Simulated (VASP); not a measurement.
# Li: single point with PBE

Crystal: Li.

```
Li
1.0
     3.05059    0.00000    0.00000
    -1.52529    2.64189    0.00000
     0.00000    0.00000    5.29672
Li
2
Direct
  0.33333 0.66667 0.25000
  0.66667 0.33333 0.75000
```

This isn't the form of Li at room conditions, which is bcc.

This cell differs from its parent crystal: z stretched by +4 % at fixed volume.

```json
{
 "Program": "VASP 6.6.1",
 "Task": "single point",
 "Functional": "PBE",
 "Potentials or basis": "VASP PAW PBE potentials, release 64 (Li_sv)",
 "Cutoff": "520 eV",
 "k mesh": "15 × 15 × 8",
 "Occupations": "fermi-dirac, width 0.03 eV",
 "Spin": "no spin polarisation",
 "Dipole correction": "no",
 "Further INCAR settings": "ALGO = Normal; EDIFF = 1e-06; NBANDS = 10"
}
```

```yaml
Band_gap_on_the_k_mesh: zero (bands 3 and 4 overlap by 4.76 eV)
```

Levels at points of the mesh, in eV from the Fermi level:
| k point | band 1 | band 2 | band 3 | band 4 | band 5 | band 6 |
| --- | --- | --- | --- | --- | --- | --- |
| (0.00, 0.00, 0.00) | -46.66 | -46.65 | -3.53 | -0.33 | 2.25 | 12.68 |
| (0.00, 0.00, 0.50) | -46.66 | -46.66 | -2.52 | -2.52 | 6.76 | 6.76 |

Run time: 60 s on 1 thread of Intel Xeon 8259CL, with other jobs on the host, peak memory 0.18 GiB.
